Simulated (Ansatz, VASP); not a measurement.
## Ti: VASP beside Ansatz

```
Ti
1.0
    -1.58339    1.58339    1.58339
     1.58339   -1.58339    1.58339
     1.58339    1.58339   -1.58339
Ti
1
Cartesian
  0.0000 0.0000 0.0000
```

Alike in both runs: task single point; functional PBE; k mesh 22 × 22 × 22; occupations fermi-dirac, width 0.05 eV; collinear spin.

|  | VASP | Ansatz |
| --- | --- | --- |
| version | VASP 6.6.1 | Ansatz 0.2.0 |
| potentials or method | VASP PAW PBE potentials, release 64 (Ti_sv), cutoff 520 eV | plane waves (420 eV) with PAW, scalar-relativistic |
| valence electrons in the cell | 12 | 12 |

|  | VASP | Ansatz | Ansatz less VASP |
| --- | --- | --- | --- |
| pressure (GPa) | 9.8 | 10.2 | +0.36 |
| net moment per atom (μB) | 0.00 | 0.00 | -0.001 |

Ansatz's warnings: seeded moment not kept.
